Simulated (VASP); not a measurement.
Write the native input for VASP 6.6.1 that does the following.

| Item | Value |
| --- | --- |
| Task | single point |
| Functional | PBE |
| Potentials or basis | VASP PAW PBE potentials, release 64 (Al, In_d, As) |
| Cutoff | 520 eV |
| k mesh | 6 × 4 × 6 |
| Occupations | gaussian, width 0.2 eV |
| Spin | no spin polarisation |
| Dipole correction | no |
| Further INCAR settings | ALGO = Fast; EDIFF = 1e-06; NBANDS = 56 |

The structure of AlIn2As3 lies in POSCAR:

```
AlIn2As3
1.0
   -0.0001104149     -4.2611718664     -0.0000418426
    8.5143457657      0.0002013237      0.0003674314
   -2.1280909422      2.1307572943      9.0539486125
Al In As
2 4 6
Direct
    0.0001316187     -0.0000526562     -0.0000645224
   -0.0000172408      0.4999787225     -0.0000168091
    0.6625406522      0.3312484076      0.3249435863
    0.6624073323      0.8312526785      0.3250017804
    0.3373571559      0.1687781843      0.6749034635
    0.3374255126      0.6687294341      0.6749297450
    0.4260179646      0.4630215524      0.8520804049
    0.4261395575      0.9630314276      0.8520190432
    0.0740991359      0.2869746888      0.1480337933
    0.0739642915      0.7870081527      0.1480770540
    0.7499316518      0.1250365402      0.5000348065
    0.7500023678      0.6249928673      0.5000576544
```

One way to write it, as run:

INCAR

```
ALGO = Fast
EDIFF = 1E-6
ENCUT = 520
GGA = PE
ISIF = 2
ISMEAR = 0
LASPH = True
LCHARG = False
LREAL = False
LWAVE = False
NBANDS = 56
NELM = 80
PREC = Accurate
SIGMA = 0.2
```

KPOINTS

```
k-points
0
Gamma
  6 4 6
```

Potentials or basis: VASP PAW PBE potentials, release 64 (Al, In_d, As).

Command:

```sh
$ cat potpaw_PBE.64/Al/POTCAR potpaw_PBE.64/In_d/POTCAR potpaw_PBE.64/As/POTCAR > POTCAR
$ mpirun -np 1 vasp_std > vasp.out
```

It gave:

```json
{"Pressure": "0.1 GPa", "Largest force": "0.008 eV/Å"}
```

It took 54 min on 1 thread of Oxide Virtual Turin-like Processor, on a shared host, peak memory 1.1 GiB.
